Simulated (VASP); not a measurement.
Wanted: the native input for a VASP 6.6.1 run.

| Property | Result |
| --- | --- |
| Task | single point |
| Functional | PBE |
| Potentials or basis | VASP PAW PBE potentials, release 64 (Cd, Se) |
| Cutoff | 520 eV |
| k mesh | 24 × 24 × 10 |
| Occupations | gaussian, width 0.1 eV |
| Spin | no spin polarisation |
| Dipole correction | no |
| k mesh for the DOS | 36 × 36 × 15 |
| Occupations for the DOS | tetrahedron |
| Further INCAR settings | ALGO = Normal; EDIFF = 1e-06 |

Crystal: CdSe.

```
CELL_PARAMETERS angstrom
2.95323 0.00000 0.00000
-1.47661 2.55757 0.00000
0.00000 0.00000 6.15100
ATOMIC_POSITIONS crystal
Cd 0.00000 0.00000 0.50000
Se 0.00000 0.00000 0.00000
```

One way to write it, as run:

POSCAR

```
CdSe
1.0
    2.9532293744      0.0000000000      0.0000000000
   -1.4766146872      2.5575716614      0.0000000000
    0.0000000000      0.0000000000      6.1509987756
Cd Se
1 1
Direct
    0.0000000000      0.0000000000      0.5000000000
    0.0000000000      0.0000000000      0.0000000000
```

INCAR.step1

```
SYSTEM = CdSe
ALGO = Normal ; EDIFF = 1E-6
ENCUT = 520 ; GGA = PE
ISIF = 2 ; ISMEAR = 0
LASPH = .True. ; LCHARG = .True.
LREAL = .False. ; LWAVE = .False.
NBANDS = 16 ; NELM = 60
PREC = Accurate ; SIGMA = 0.1
```

KPOINTS.step1

```
k-points
0
Gamma
  24 24 10
  0 0 0
```

INCAR.step2

```
SYSTEM = CdSe
ALGO = Normal ; EDIFF = 1E-6
ENCUT = 520 ; GGA = PE
ICHARG = 11 ; ISIF = 2
ISMEAR = -5 ; LASPH = .True.
LCHARG = .False. ; LORBIT = 11
LREAL = .False. ; LWAVE = .False.
NEDOS = 2001 ; NELM = 60
PREC = Accurate ; SIGMA = 0.1
```

KPOINTS.step2

```
k-points
0
Gamma
  36 36 15
  0 0 0
```

Potentials or basis: VASP PAW PBE potentials, release 64 (Cd, Se).

Run with:

```sh
$ cat potpaw_PBE.64/Cd/POTCAR potpaw_PBE.64/Se/POTCAR > POTCAR
$ cp INCAR.step1 INCAR
$ cp KPOINTS.step1 KPOINTS
$ mpirun -np 1 vasp_std > vasp.out
$ cp INCAR.step2 INCAR
$ cp KPOINTS.step2 KPOINTS
$ mpirun -np 1 vasp_std > vasp.out
```

It gave:

```
Valence electrons inside the program's atomic spheres : Cd 10.31; Se 3.65
```

It took 14 min on 1 thread of Intel Xeon 8259CL, with other jobs on the host, peak memory 0.76 GiB.
